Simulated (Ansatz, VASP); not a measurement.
ZnCd2SeS2 in VASP and in Ansatz

```xyz
12
Lattice="5.9350 -3.4250 0.0000 5.9350 3.4250 0.0000 0.0000 0.0000 6.4600" Properties=species:S:1:pos:R:3 pbc="T T T"
Zn    5.9350   -2.2742    6.4406
Zn    5.9350    2.2742    3.2106
Cd    3.9408    1.1302    0.0000
Cd    3.9408   -1.1302    3.2300
Cd    7.9292    1.1302    0.0000
Cd    7.9292   -1.1302    3.2300
Se    5.9350    2.3427    5.6331
Se    5.9350   -2.3427    2.4031
S     4.0121   -1.1782    5.6977
S     7.8579   -1.1782    5.6977
S     4.0121    1.1782    2.4677
S     7.8579    1.1782    2.4677
```

Alike in both runs: task relaxation of cell and atoms; functional PBE; k mesh 2 × 2 × 2; occupations gaussian, width 0.15 eV; no spin polarisation.

```csv
,VASP,Ansatz
version,VASP 6.6.1,Ansatz 0.2.0
potentials or method,"VASP PAW PBE potentials, release 64 (Zn, Cd, Se, S), cutoff 600 eV","scalar-relativistic, plane waves, PAW"
valence electrons in the cell,108,160
```

Ansatz gave:

```
gap on the k mesh at the Fermi level, each at its own relaxed structure (eV) : 1.12
relaxed volume (Å³/atom)                                                     : 25.00
relaxed cell length with the largest relative difference (Å)                 : 7.144
```

What did VASP give for the same quantities?

gap on the k mesh at the Fermi level, each at its own relaxed structure (eV): 1.10; relaxed volume (Å³/atom): 25.16; relaxed cell length with the largest relative difference (Å): 7.174.

VASP's potentials hold 108 valence electrons a cell and Ansatz's 160, so a difference there can come from the potentials and not from the codes.

The k mesh is coarse, so the values compare programs but aren't converged.
